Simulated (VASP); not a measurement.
# KF: single point with PBE

Crystal: KF.

```
K F
1.0
    -0.08855    2.73739    2.73739
     2.73739   -0.08855    2.73739
     2.73739    2.73739   -0.08855
K F
1 1
Direct
  0.00000 0.00000 0.00000
  0.50000 0.50000 0.50000
```

* Program: VASP 6.6.1
* Task: single point
* Functional: PBE
* Potentials or basis: VASP PAW PBE potentials, release 64 (K_sv, F)
* Cutoff: 520 eV
* k mesh: 8 × 8 × 8
* Occupations: gaussian, width 0.05 eV
* Spin: no spin polarisation
* Dipole correction: no
* Further INCAR settings: ALGO = Normal; EDIFF = 1e-06; NBANDS = 15

```
Pressure               : -1.9 GPa
Band gap on the k mesh : 5.54 eV
```

Stress tensor (GPa, compression positive):
```
-1.91  0.41  0.41
 0.41 -1.91  0.41
 0.41  0.41 -1.91
```

Levels at points of the mesh, in eV from the valence-band top:
| k point | band 4 | band 5 | band 6 | band 7 | band 8 | band 9 | band 10 | band 11 | band 12 | band 13 |
| --- | --- | --- | --- | --- | --- | --- | --- | --- | --- | --- |
| (0.00, 0.00, 0.00) | -9.86 | -9.86 | -0.05 | -0.05 | 0.00 | 5.54 | 10.14 | 10.14 | 10.59 | 11.83 |
| (0.50, 0.00, 0.00) | -9.89 | -9.88 | -0.70 | -0.31 | -0.24 | 8.47 | 9.67 | 11.24 | 11.65 | 13.40 |
| (0.50, 0.50, 0.00) | -10.01 | -9.99 | -0.29 | -0.13 | -0.09 | 8.03 | 9.60 | 10.85 | 12.90 | 13.39 |
| (0.50, 0.50, 0.50) | -9.90 | -9.90 | -0.69 | -0.34 | -0.34 | 8.64 | 9.84 | 11.50 | 11.50 | 13.52 |

Run time: 50 s on 1 thread of Intel Xeon 8259CL (shared host), peak memory 0.19 GiB.

A k mesh can miss the band edges. Expect the measured gap to be larger: semilocal functionals such as PBE lack the derivative discontinuity.
